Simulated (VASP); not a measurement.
# Al (P6_3/mmc) in VASP: a series of runs

The runs below take Al through single point, with LDA.

Everything below comes from runs of VASP 6.6.1. Logs are shortened: lines on timing, memory, paths and dates and some standing lists are left out, and cuts for length are marked.

## 1. The cell of the first run

Symmetry: P6_3/mmc, No. 194, hexagonal system. Conventional cell: a = 2.999 Å, b = 2.999 Å, c = 4.967 Å, α = 90.00°, β = 90.00°, γ = 120.00°. Within 3.9 Å of Al (site symmetry -6m2) lie 12 Al at 3.00 to 3.03 Å.

## 2. Single point, LDA

INCAR

```
ALGO = Normal
EDIFF = 1E-7
ENCUT = 520
GGA = CA
ISIF = 2
ISMEAR = 0
LASPH = True
LCHARG = False
LREAL = False
LWAVE = False
NBANDS = 10
NELM = 100
PREC = Accurate
SIGMA = 0.15
```

KPOINTS

```
k-points
0
Gamma
  18 18 10
```

POSCAR

```
Al
1.0
    2.9986000000      0.0000000000      0.0000000000
   -1.4993000000      2.5968637758      0.0000000000
    0.0000000000      0.0000000000      4.9674000000
Al
2
Direct
    0.6666666667      0.3333333333      0.7500000000
    0.3333333333      0.6666666667      0.2500000000
```

Potentials or basis: VASP PAW LDA potentials, release 64 (Al).

Run with:

```
cat potpaw_LDA.64/Al/POTCAR > POTCAR
mpirun -np 1 vasp_std > vasp.out
```

OUTCAR:

```text
EDIFF = 1E-7
   ENCUT = 520
   GGA = CA
   ISIF = 2
   ISMEAR = 0
   LASPH = True
   LREAL = False
   NELM = 100
   PREC = Accurate

 ion  position               nearest neighbor table
   1  0.667  0.333  0.750-   2 3.03   2 3.03   2 3.03   2 3.03   2 3.03   2 3.03
   2  0.333  0.667  0.250-   1 3.03   1 3.03   1 3.03   1 3.03   1 3.03   1 3.03

  LATTYP: Found a hexagonal cell.
 ALAT       =     2.9986000000
 C/A-ratio  =     1.6565730674

  Lattice vectors:

 A1 = (   2.9986000000,   0.0000000000,   0.0000000000)
 A2 = (  -1.4993000000,   2.5968637758,   0.0000000000)
 A3 = (   0.0000000000,   0.0000000000,   4.9674000000)

Analysis of symmetry for initial positions (statically):
=====================================================================
 Subroutine PRICEL returns:
 Original cell was already a primitive cell.

 Routine SETGRP: Setting up the symmetry group for a
 hexagonal supercell.

 Subroutine GETGRP returns: Found 24 space group operations
 (whereof 12 operations were pure point group operations)
 out of a pool of 24 trial point group operations.

The static configuration has the point symmetry D_3d.
 The point group associated with its full space group is D_6h.

Analysis of symmetry for dynamics (positions and initial velocities):
=====================================================================
 Subroutine PRICEL returns:
 Original cell was already a primitive cell.

 Routine SETGRP: Setting up the symmetry group for a
 hexagonal supercell.

 Subroutine GETGRP returns: Found 24 space group operations
 (whereof 12 operations were pure point group operations)
 out of a pool of 24 trial point group operations.

The dynamic configuration has the point symmetry D_3d.
 The point group associated with its full space group is D_6h.

 Subroutine INISYM returns: Found 24 space group operations
 (whereof 12 operations are pure point group operations),
 and found     1 'primitive' translations

----------------------------------------------------------------------------------------

                                     Primitive cell

  volume of cell :      38.6809

  direct lattice vectors                    reciprocal lattice vectors
     2.998600000  0.000000000  0.000000000     0.333488962  0.192539942  0.000000000
    -1.499300000  2.596863776  0.000000000     0.000000000  0.385079883  0.000000000
     0.000000000  0.000000000  4.967400000     0.000000000  0.000000000  0.201312558

  length of vectors
     2.998600000  2.998600000  4.967400000     0.385079883  0.385079883  0.201312558

  position of ions in fractional coordinates (direct lattice)
     0.666666667  0.333333333  0.750000000
     0.333333333  0.666666667  0.250000000

  ion indices of the primitive-cell ions
   primitive index   ion index
                 1           1
                 2           2

----------------------------------------------------------------------------------------

 KPOINTS: k-points

Automatic generation of k-mesh.
 Grid dimensions read from file:
 generate k-points for:   18   18   10

 Generating k-lattice:

  Cartesian coordinates                     Fractional coordinates (reciprocal lattice)
     0.018527165  0.010696663  0.000000000     0.055555556  0.000000000  0.000000000
     0.000000000  0.021393327  0.000000000     0.000000000  0.055555556  0.000000000
     0.000000000  0.000000000  0.020131256     0.000000000  0.000000000  0.100000000

  Length of vectors
     0.021393327  0.021393327  0.020131256

  Shift w.r.t. Gamma in fractional coordinates (k-lattice)
     0.000000000  0.000000000  0.000000000

 Subroutine IBZKPT returns following result:
 ===========================================

 Found    222 irreducible k-points:

 Following reciprocal coordinates:
            Coordinates               Weight
  0.000000  0.000000  0.000000      1.000000
  0.055556 -0.000000  0.000000      6.000000
  0.111111 -0.000000  0.000000      6.000000
  0.166667  0.000000  0.000000      6.000000
  0.222222 -0.000000  0.000000      6.000000
  0.277778 -0.000000  0.000000      6.000000
[... 16 lines left out ...]
  0.333333  0.111111  0.000000     12.000000
  0.388889  0.111111  0.000000     12.000000
 [... further k-points ...]
   k-points           NKPTS =    222   k-points in BZ     NKDIM =    222   number of bands    NBANDS=     10
   number of dos      NEDOS =    301   number of ions     NIONS =      2
   total plane-waves  NPLWV =  23040
   dimension x,y,z NGX =    24 NGY =   24 NGZ =   40
   dimension x,y,z NGXF=    48 NGYF=   48 NGZF=   80
   ions per type =               2
   NGX,Y,Z   is equivalent  to a cutoff of  13.31, 13.31, 13.39 a.u.
   NGXF,Y,Z  is equivalent  to a cutoff of  26.61, 26.61, 26.77 a.u.
 SYSTEM =  unknown system
   PREC   = accura    normal or accurate (medium, high low for compatibility)
   ISTART =      0    job   : 0-new  1-cont  2-samecut
   ICHARG =      2    charge: 1-file 2-atom 10-const
   ISPIN  =      1    spin polarized calculation?
   LNONCOLLINEAR =      F non collinear calculations
   LSORBIT =      F    spin-orbit coupling
   LASPH  =      T    aspherical Exc in radial PAW
   ENCUT  =  520.0 eV  38.22 Ry    6.18 a.u.   5.58  5.58  9.24*2*pi/ulx,y,z
   NELM   =    100;   NELMIN=  2; NELMDL= -5     # of ELM steps
   EDIFF  = 0.1E-06   stopping-criterion for ELM
   LREAL  =      F    real-space projection
   EDIFFG = 0.1E-05   stopping-criterion for IOM
   NSW    =      0    number of steps for IOM
   IBRION =     -1    ionic relax: 0-MD 1-quasi-New 2-CG
   NFREE  =      0    steps in history (QN), initial steepest desc. (CG)
   ISIF   =      2    stress and relaxation
   ISYM   =      2    0-nonsym 1-usesym 2-fastsym
   POTIM  = 0.5000    time-step for ionic-motion
   TEBEG  =    0.0;   TEEND  =   0.0 temperature during run
   PSTRESS=    0.0 pullay stress
   NELECT =       6.0000    total number of electrons
   NUPDOWN=      -1.0000    fix difference up-down
   EMIN   =  10.00;   EMAX   =-10.00  energy-range for DOS
   EFERMI =   0.00;   METHOD = LEGACY
   ISMEAR =     0;   SIGMA  =   0.15  broadening in eV -4-tet -1-fermi 0-gaus
   EFERMI_NEDOS =   21; number of points for ismear=-14 and -15
   IALGO  =     38    algorithm
   IMIX   =      4    mixing-type and parameters
     AMIX     =   0.40;   BMIX     =  1.00
     AMIX_MAG =   1.60;   BMIX_MAG =  1.00
  volume/ion in A,a.u.               =      19.34       130.52
  Fermi-wavevector in a.u.,A,eV,Ry     =   0.879616  1.662233 10.527151  0.773724
  Thomas-Fermi vector in A             =   1.999864
   LORBIT       =      0    0 simple, 1 ext, 2 COOP (PROOUT), +10 PAW based schemes
   GGA     = CA    functional components
   LHFCALC =     F    Hartree Fock is set to
   AEXX    =    0.0000 exact exchange contribution
   IVDW    =     0    specifies the selected vdW correction
   LEPSILON=     F    determine dielectric tensor
   LRPA    =     F    only Hartree local field effects (RPA)
 non-spin polarized calculation
 Gauss-broadening in eV      SIGMA  =   0.15
  energy-cutoff  :      520.00
  volume of cell :       38.68
 maximum number of plane-waves:      1071
 NGX is ok and might be reduce to    24
   NGX = 11   NGY = 11   NGZ = 19

 number of electron       6.0000000 magnetization

 Free energy of the ion-electron system (eV)
  ---------------------------------------------------
  ext. energy  EPLUGINS =         0.00000000
  ---------------------------------------------------
  free energy    TOTEN  =        -8.06518782 eV

  energy without entropy =       -8.05318099  energy(sigma->0) =       -8.05918440

 E-fermi :   6.2144     XC(G=0):  -9.7695

 val. band max:        6.2086844511   @ k =   0.3889  -0.0000   0.4000
 cond. band min:       6.2168660638   @ k =   0.4444   0.1111   0.1000
 fundamental gap:      0.0081816127
 Fermi energy:         6.2143524760

 k-point     1 :       0.0000    0.0000    0.0000
  band No.  band energies     occupation
      1      -3.8143      2.00000
      2       1.8762      2.00000
      3       2.2492      2.00000
      4      15.6156      0.00000
      5      15.6156      0.00000
      6      16.4391      0.00000
      7      16.4391      0.00000
      8      17.3951      0.00000
      9      18.0070      0.00000
     10      18.8375      0.00000

 k-point     2 :       0.0556   -0.0000    0.0000
  band No.  band energies     occupation
      1      -3.7468      2.00000
      2       1.9431      2.00000
      3       2.3125      2.00000
      4      14.4089      0.00000
      5      14.9506      0.00000
      6      16.2171      0.00000
      7      17.2054      0.00000
      8      17.9523      0.00000
      9      17.9536      0.00000
     10      18.9619      0.00000

 k-point     3 :       0.1111   -0.0000    0.0000
  band No.  band energies     occupation
      1      -3.5444      2.00000
      2       2.1435      2.00000
      3       2.5022      2.00000
      4      12.5817      0.00000
      5      14.1038      0.00000
      6      15.5844      0.00000
      7      17.3452      0.00000
      8      17.5065      0.00000
      9      18.1583      0.00000
     10      18.6206      0.00000

 k-point     4 :       0.1667    0.0000    0.0000
  band No.  band energies     occupation
      1      -3.2076      2.00000
      2       2.4762      2.00000
      3       2.8183      2.00000
      4      10.7339      0.00000
      5      13.3498      0.00000
      6      14.8884      0.00000
      7      15.7535      0.00000
      8      16.1878      0.00000
      9      17.7951      0.00000
     10      18.9210      0.00000
[... 222 lines left out ...]
 k-point    22 :       0.2778    0.1111    0.0000
  band No.  band energies     occupation
      1      -1.2029      2.00000
      2       4.4148      2.00000
      3       4.7053      2.00000
      4       5.8941      1.99746
      5       9.2449      0.00000
      6      11.2969      0.00000
      7      11.5566      0.00000
      8      14.4271      0.00000
      9      15.2594      0.00000
     10      16.0774      0.00000

 k-point    23 :       0.3333    0.1111    0.0000
  band No.  band energies     occupation
      1      -0.3435      2.00000
      2       4.3184      2.00000
      3       5.3582      2.00000
      4       5.5109      2.00000
      5       8.8991      0.00000
      6       9.9450      0.00000
      7      10.1618      0.00000
      8      14.1457      0.00000
      9      14.9148      0.00000
     10      15.7940      0.00000

 k-point    24 :       0.3889    0.1111    0.0000
  band No.  band energies     occupation
      1       0.6374      2.00000
      2       3.0121      2.00000
      3       6.2643      0.63796
      4       6.4057      0.07117
      5       8.3984      0.00000
      6       8.9072      0.00000
      7       8.9791      0.00000
      8      13.9760      0.00000
      9      14.7114      0.00000
     10      15.6216      0.00000

 [... further k-points ...]

------------------------ aborting loop because EDIFF is reached ----------------------------------------

  FORCE on cell =-STRESS in cart. coord.  units (eV):
  Direction    XX          YY          ZZ          XY          YZ          ZX
  --------------------------------------------------------------------------------------
  -------------------------------------------------------------------------------------
  Total       -2.3876810     -2.3876810     -2.3690996      0.0000000      0.0000000      0.0000000
  in kB      -98.8985796    -98.8985796    -98.1289319      0.0000000      0.0000000      0.0000000
  external PRESSURE =     -98.6420304 kB  Pullay stress =       0.0000000 kB

 VOLUME and BASIS-vectors are now :
 -----------------------------------------------------------------------------
  energy-cutoff  :      520.00
  volume of cell :       38.68
      direct lattice vectors                 reciprocal lattice vectors
     2.998600000  0.000000000  0.000000000     0.333488962  0.192539942  0.000000000
    -1.499300000  2.596863776  0.000000000     0.000000000  0.385079883  0.000000000
     0.000000000  0.000000000  4.967400000     0.000000000  0.000000000  0.201312558

 POSITION                                       TOTAL-FORCE (eV/Angst)
 -----------------------------------------------------------------------------------
      1.49930      0.86562      3.72555        -0.000000      0.000000      0.000000
     -0.00000      1.73124      1.24185         0.000000     -0.000000      0.000000
 -----------------------------------------------------------------------------------
    total drift:                                0.000000     -0.000000      0.000000

  FREE ENERGIE OF THE ION-ELECTRON SYSTEM (eV)
  ---------------------------------------------------
  free  energy   TOTEN  =        -8.0651878185 eV

  energy  without entropy=       -8.0531809874  energy(sigma->0) =       -8.05918440
```

Run time: 32 s. Hardware: 1 thread of Intel Xeon 6975P-C, shared host; peak memory 0.19 GiB.

What came out:

| Item | Value |
| --- | --- |
| Free energy | -8.0652 eV |
| Pressure | -9.9 GPa |
| Band gap on the k mesh | zero (band 3 reaches 9.97 eV, above the bottom of band 4 at 3.24 eV) |

Stress tensor (GPa, compression positive):
```
-9.89  0.00  0.00
 0.00 -9.89  0.00
 0.00  0.00 -9.81
```

Levels at points of the mesh, in eV from the Fermi level:
```
           k point  band 1  band 2  band 3  band 4  band 5  band 6  band 7  band 8
(0.00, 0.00, 0.00)  -10.03   -4.34   -3.97    9.40    9.40   10.22   10.22   11.18
(0.50, 0.00, 0.00)   -4.84   -4.45    0.67    0.76    1.16    1.73    5.03    6.55
(0.00, 0.00, 0.50)   -8.54   -8.54    2.89    2.89   10.62   10.62   10.62   10.62
(0.50, 0.00, 0.50)   -3.42   -3.42   -2.97   -2.97    6.33    6.33    7.14    7.14
```

## 3. Single point, LDA

This run uses another cell than the first one, of 19.71 Å³/atom, 1.019 times its volume.

INCAR

```
SYSTEM = Al
PREC = Accurate ; ENCUT = 520
EDIFF = 1E-6 ; ISMEAR = 0
SIGMA = 0.15 ; LREAL = .False.
LASPH = .True. ; NELM = 100
ALGO = Normal ; ISIF = 2
LWAVE = .False. ; LCHARG = .False.
GGA = CA ; NBANDS = 10
```

KPOINTS

```
regular mesh
0
Gamma
  18 18 10
  0 0 0
```

Edit POSCAR of step 2 so:

```diff
@@ -4,3 +4,3 @@
    -1.4993000000      2.5968637758      0.0000000000
-    0.0000000000      0.0000000000      4.9674000000
+    0.0000000000      0.0000000000      5.0611000000
 Al
```

Potentials or basis: VASP PAW LDA potentials, release 64 (Al).

Run with:

```
cat potpaw_LDA.64/Al/POTCAR > POTCAR
mpirun -np 1 vasp_std > vasp.out
```

It took 26 s on 1 thread of Intel Xeon 6975P-C, shared host; peak memory 0.19 GiB.

It converged, with:

- Free energy: -8.0199 eV
- Pressure: -10.3 GPa
- Band gap on the k mesh: zero (band 3 reaches 9.58 eV, above the bottom of band 4 at 3.12 eV)

Stress tensor (GPa, compression positive):
```
-10.47   0.00   0.00
  0.00 -10.47   0.00
  0.00   0.00 -10.09
```

Levels at points of the mesh, in eV from the Fermi level:
| k point | band 1 | band 2 | band 3 | band 4 | band 5 | band 6 |
| --- | --- | --- | --- | --- | --- | --- |
| (0.00, 0.00, 0.00) | -9.91 | -4.52 | -3.96 | 9.53 | 9.53 | 10.34 |
| (0.50, 0.00, 0.00) | -4.71 | -4.33 | 0.59 | 0.69 | 0.98 | 1.74 |
| (0.00, 0.00, 0.50) | -8.47 | -8.47 | 2.57 | 2.57 | 10.70 | 10.70 |
| (0.50, 0.00, 0.50) | -3.34 | -3.34 | -2.91 | -2.91 | 6.40 | 6.40 |

(Part 1 of 2 ends here.)
